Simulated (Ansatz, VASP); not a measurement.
# Zr in VASP and in Ansatz

```
Zr
1.0
     0.00000    3.17995    3.17995
     3.17995    0.00000    3.17995
     3.17995    3.17995    0.00000
Zr
2
Direct
  0.00000 0.00000 0.00000
  0.25000 0.25000 0.25000
```

Change from the starting cell: volume scaled by 1.04.

Alike in both runs: task single point; functional PBE; k mesh 10 × 10 × 10; occupations fermi-dirac, width 0.05 eV; no spin polarisation.

```csv
,VASP,Ansatz
version,VASP 6.6.1,Ansatz 0.2.0
potentials or method,"VASP PAW PBE potentials, release 64 (Zr_sv), cutoff 520 eV","all-electron LAPW, scalar-relativistic"
```

VASP gave:

```
pressure (GPa) : -1.3
```

Question: Which values does Ansatz return?

Answer: Pressure (GPa): -1.4.

Ansatz ran all-electron here, and VASP with PAW potentials.
